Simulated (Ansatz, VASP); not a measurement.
CoO: VASP beside Ansatz

```
CELL_PARAMETERS angstrom
0.00000 2.21033 2.21033
2.21033 0.00000 2.21033
2.21033 2.21033 0.00000
ATOMIC_POSITIONS crystal
Co 0.00000 0.00000 0.00000
O 0.25000 0.25000 0.25000
```

Alike in both runs: task relaxation of cell and atoms; functional PBEsol; k mesh 16 × 16 × 16; occupations gaussian, width 0.1 eV; collinear spin.

|  | VASP | Ansatz |
| --- | --- | --- |
| version | VASP 6.6.1 | Ansatz 0.2.0 |
| potentials or method | VASP PAW PBE potentials, release 64 (Co, O), cutoff 600 eV | scalar-relativistic, plane waves, PAW |
| valence electrons in the cell | 15 | 23 |

Ansatz gave:

```
gap on the k mesh at the Fermi level, each at its own relaxed structure (eV) : none
net moment per atom (μB)                                                     : 0.92
size of the moment on the site where the two differ most (μB)                : 1.52
relaxed volume (Å³/atom)                                                     : 10.28
relaxed length of the cell vector where the two differ most in proportion (Å)              : 3.075
```

Problem. What did VASP give for the same quantities?

Solution. gap on the k mesh at the Fermi level, each at its own relaxed structure (eV): none; net moment per atom (μB): 0.91; size of the moment on the site where the two differ most (μB): 1.61; relaxed volume (Å³/atom): 10.25; relaxed length of the cell vector where the two differ most in proportion (Å): 3.072.

VASP's potentials were made for PBE, not for PBEsol. Site moments also hang on the region over which each program counts them. A gap of «none» marks a metal or a gap that the smearing closes. VASP's potentials hold 15 valence electrons a cell and Ansatz's 23, so a difference there can come from the potentials and not from the codes.
